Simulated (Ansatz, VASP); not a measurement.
## Two plane-wave programs on HgC2S2N2

```xyz
7
Lattice="5.4385 -2.0029 -0.0201 5.4385 2.0029 -0.0201 -0.6158 0.0000 6.3878" Properties=species:S:1:pos:R:3 pbc="T T T"
Hg    0.0000    0.0000    0.0000
C     2.7604    0.0000    1.4060
C     7.5008    0.0000    4.9416
S     1.2527    0.0000    2.0894
S     9.0086    0.0000    4.2582
N     3.8502    0.0000    0.9611
N     6.4110    0.0000    5.3865
```

Alike in both runs: functional PBE; dispersion D3(BJ); k mesh 6 × 6 × 4; occupations gaussian, width 0.1 eV; no spin polarisation.

Ansatz relaxed the structure, and its values are those at the end. VASP's run is a single point on that final structure, the one shown.

```csv
,VASP,Ansatz
version,VASP 6.6.1,Ansatz 0.2.0
potentials or method,"VASP PAW PBE potentials, release 64 (Hg, C, S, N), cutoff 520 eV","scalar-relativistic, plane waves, PAW"
valence electrons in the cell,42,50
```

Ansatz gave:

```
gap on the k mesh at the Fermi level (eV) : 2.21
least direct gap on the mesh (eV)         : 2.36
pressure (GPa)                            : 0.0
rms of the force components (eV/Å)        : 0.014
```

Which values does VASP return?

gap on the k mesh at the Fermi level (eV): 2.23; least direct gap on the mesh (eV): 2.38; pressure (GPa): 0.2; rms of the force components (eV/Å): 0.185.

One of these differences is far larger than is usual between the two programs; its cause wasn't traced. VASP's potentials hold 42 valence electrons a cell and Ansatz's 50, so a difference there can come from the potentials and not from the codes.

Spin-orbit coupling is off throughout. Noted on VASP's run: the standard files for N, O and F lose accuracy on very short bonds.
